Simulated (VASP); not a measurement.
Write the native input for VASP 6.6.1 that does the following.

```yaml
Task: relaxation of cell and atoms
Functional: PBE
Potentials_or_basis: VASP PAW PBE potentials, release 64 (Ce, B, Ga_d)
Cutoff: 600 eV
k_mesh: 6 × 6 × 6
Occupations: methfessel-paxton, width 0.2612 eV
Spin: no spin polarisation
Dipole_correction: no
Further_INCAR_settings: ALGO = Normal; EDIFF = 1e-06; IBRION = 2; EDIFFG = -0.01; NSW = 80; ISIF = 3
```

The structure of CeGa3B lies in POSCAR:

```
CeGa3B
1.0
    0.0000000000      4.1523600000      0.0000000000
    4.1523600000      0.0000000000      0.0000000000
    2.0761800000      2.0761800000     -5.1002670000
Ce B Ga
1 1 3
Direct
    0.1365000000      0.1365000000      0.7270000000
    0.5221000000      0.5221000000      0.9558000000
    0.8858000000      0.3858000000      0.2284000000
    0.3858000000      0.8858000000      0.2284000000
    0.7504000000      0.7504000000      0.4992000000
```

The input as run:

INCAR

```
SYSTEM = CeGa3B
ALGO = Normal ; EDIFF = 1E-6
EDIFFG = -0.01 ; ENCUT = 600
GGA = PE ; IBRION = 2
ISIF = 3 ; ISMEAR = 1
LASPH = .TRUE. ; LCHARG = .FALSE.
LREAL = .FALSE. ; LWAVE = .FALSE.
NELM = 100 ; NSW = 80
PREC = Accurate ; SIGMA = 0.2612
```

KPOINTS

```
k-points
0
G
  6 6 6
  0 0 0
```

Potentials or basis: VASP PAW PBE potentials, release 64 (Ce, B, Ga_d).

Launch:

```bash
$ cat potpaw_PBE.64/Ce/POTCAR potpaw_PBE.64/B/POTCAR potpaw_PBE.64/Ga_d/POTCAR > POTCAR
$ mpirun -np 1 vasp_std > vasp.out
```

Results of the run:

* Relaxed volume: 16.72 Å³/atom
* Relaxed cell: a = 4.042 Å, b = 4.042 Å, c = 5.860 Å, α = 69.82°, β = 69.82°, γ = 90.00°
* Space group after relaxing (to 0.1 Å): I4mm (No. 107)
* Energy gained by relaxing: 81.1 meV/atom
* Ionic steps: 15
* Pressure after relaxing: 0.0 GPa
* Largest force after relaxing: 0.008 eV/Å
* Band gap on the k mesh: zero (bands 27 and 28 overlap by 0.59 eV)

Caveat: the highest band is partly filled, so the run has too few bands; spin-orbit coupling is left out, which moves the levels of the heavy elements; semilocal functionals describe open f shells poorly, which spoils levels, moments and volumes.

Run time: 33 min on 1 thread of Oxide Virtual Turin-like Processor (shared host), peak memory 0.29 GiB.
